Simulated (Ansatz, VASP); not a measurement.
Li2O in VASP and in Ansatz

```
O Li
1.0
     0.00000    2.31259    2.31259
     2.31259    0.00000    2.31259
     2.31259    2.31259    0.00000
O Li
1 2
Direct
  0.00000 0.00000 0.00000
  0.25000 0.25000 0.25000
  0.75000 0.75000 0.75000
```

Alike in both runs: task single point; functional PBE; k mesh 8 × 8 × 8; no spin polarisation.

```csv
,VASP,Ansatz
version,VASP 6.6.1,Ansatz 0.2.0
potentials or method,"VASP PAW PBE potentials, release 64 (O, Li_sv)","plane waves, PAW"
plane-wave cutoff (eV),750,420
occupations,"gaussian, width 0.01 eV",fixed
valence electrons in the cell,12,12
```

Ansatz gave:

| Quantity | Value |
| --- | --- |
| gap on the k mesh at the Fermi level (eV) | 4.98 |
| pressure (GPa) | 0.0 |

**Question.** Which values does VASP return?

**Answer.** gap on the k mesh at the Fermi level (eV): 4.97; pressure (GPa): -0.3.
